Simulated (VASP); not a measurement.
Wanted: the native input for a VASP 6.6.1 run.

| Quantity | Value |
| --- | --- |
| Task | single point |
| Functional | LDA |
| Potentials or basis | VASP PAW LDA potentials, release 64 (Ir_sv_GW) |
| Cutoff | 560 eV |
| k mesh | 18 × 18 × 10 |
| Occupations | gaussian, width 0.15 eV |
| Spin | no spin polarisation |
| Dipole correction | no |
| Further INCAR settings | ALGO = Normal; EDIFF = 1e-06; NBANDS = 24 |

The structure of Ir lies in POSCAR:

```
Ir
1.0
    2.6421000000      0.0000000000      0.0000000000
   -1.3210500000      2.2881257193      0.0000000000
    0.0000000000      0.0000000000      4.6056000000
Ir
2
Direct
    0.6666666667      0.3333333333      0.7500000000
    0.3333333333      0.6666666667      0.2500000000
```

This isn't the form of Ir at room conditions, which is fcc.

The input as run:

INCAR

```
ALGO = Normal
EDIFF = 1E-6
ENCUT = 560
GGA_COMPAT = False
ISIF = 2
ISMEAR = 0
LASPH = True
LCHARG = True
LELF = True
LREAL = False
LVHAR = True
LWAVE = False
NBANDS = 24
NELM = 120
PREC = Accurate
SIGMA = 0.15
```

KPOINTS

```
k-points
0
Gamma
  18 18 10
```

Potentials or basis: VASP PAW LDA potentials, release 64 (Ir_sv_GW).

Run with:

```sh
$ cat potpaw_LDA.64/Ir_sv_GW/POTCAR > POTCAR
$ mpirun -np 1 vasp_std > vasp.out
```

It gave:

```yaml
Pressure: 1.2 GPa
Band_gap_on_the_k_mesh: zero (bands 17 and 18 overlap by 3.83 eV)
```

Caveat: the stress differs along the axes, from -18 to 11 GPa; spin-orbit coupling is left out, which moves the levels of the heavy elements.

Run time: 87 s on 1 thread of AMD EPYC 7R13 Processor (Zen 3), with other jobs on the host, peak memory 0.21 GiB.
